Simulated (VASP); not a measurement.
A run of VASP 6.6.1 is set up as follows.

INCAR

```
PREC = Accurate
ENCUT = 500
EDIFF = 1E-6
ISMEAR = 0
SIGMA = 0.1
LREAL = F
LASPH = T
NELM = 120
ALGO = Normal
ISIF = 2
LWAVE = F
LCHARG = F
GGA = PS
NBANDS = 15
GGA_COMPAT = F
```

The input KPOINTS:

```
Automatic mesh
0
Gamma
  6 6 6
```

File POSCAR:

```
RbBr
1.0
    0.0000000000      3.3225570368      3.3225570368
    3.3225570368      0.0000000000      3.3225570368
    3.3225570368      3.3225570368      0.0000000000
Rb Br
1 1
Direct
    0.0000000000      0.0000000000      0.0000000000
    0.5000000000      0.5000000000      0.5000000000
```

Potentials or basis: VASP PAW PBE potentials, release 64 (Rb_sv, Br).

Launch:

```sh
$ cat potpaw_PBE.64/Rb_sv/POTCAR potpaw_PBE.64/Br/POTCAR > POTCAR
$ mpirun -np 1 vasp_std > vasp.out
```

(1) What does it give for the pressure?

(2) Estimate the band gap on the k mesh.

## Answers

(1) 1.6 GPa.

(2) 4.43 eV, direct.

Caveat: the cell differs from its parent crystal (Li replaced by Rb, lengths x 1.223, strained); the PAW data sets were made with another functional, which shifts forces and pressure a little.
